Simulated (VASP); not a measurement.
A run of VASP 6.6.1:

INCAR

```
PREC     = Accurate       # precision mode
ENCUT    = 520            # plane-wave cutoff, eV
EDIFF    = 1E-7           # SCF threshold, eV
ISMEAR   = 0              # smearing method
SIGMA    = 0.01           # smearing width, eV
LREAL    = F              # projectors in reciprocal space
LASPH    = T              # aspherical terms in the spheres
NELM     = 80             # most SCF steps
ALGO     = Normal         # electronic algorithm
ISIF     = 2              # what is computed and relaxed
LWAVE    = F              # write WAVECAR
LCHARG   = F              # write CHGCAR
GGA      = PE             # functional
NBANDS   = 52             # bands
```

Contents of KPOINTS:

```
regular mesh
0
Gamma
  4 4 4
```

File POSCAR:

```
SrCaZnWO6
1.0
    5.6693640000      0.0000000000      0.0000000000
    2.8346820000      4.9098132473      0.0000000000
    2.8346820000      1.6366044158      4.6290163220
Sr Ca Zn W O
1 1 1 1 6
Direct
    0.2500000000      0.2500000000      0.2500000000
    0.7500000000      0.7500000000      0.7500000000
    0.0000000000      0.0000000000      0.0000000000
    0.5000000000      0.5000000000      0.5000000000
    0.7420100000      0.2579900000      0.2579900000
    0.2579900000      0.7420100000      0.7420100000
    0.7420100000      0.7420100000      0.2579900000
    0.2579900000      0.2579900000      0.7420100000
    0.2579900000      0.7420100000      0.2579900000
    0.7420100000      0.2579900000      0.7420100000
```

Potentials or basis: VASP PAW PBE potentials, release 64 (Sr_sv, Ca_sv, Zn, W_sv, O).

The run is started by

```sh
$ cat potpaw_PBE.64/Sr_sv/POTCAR potpaw_PBE.64/Ca_sv/POTCAR potpaw_PBE.64/Zn/POTCAR potpaw_PBE.64/W_sv/POTCAR potpaw_PBE.64/O/POTCAR > POTCAR
$ mpirun -np 1 vasp_std > vasp.out
```

Hardware: 1 thread of Intel(R) Xeon(R) Platinum 8488C (Sapphire Rapids), with other jobs on the host.

Question: How long does it take, and how much memory?

Answer: Run time: 68 s on 1 thread of Intel(R) Xeon(R) Platinum 8488C (Sapphire Rapids), on a shared host, peak memory 0.29 GiB. Counts: scf iterations 18, k points 8.
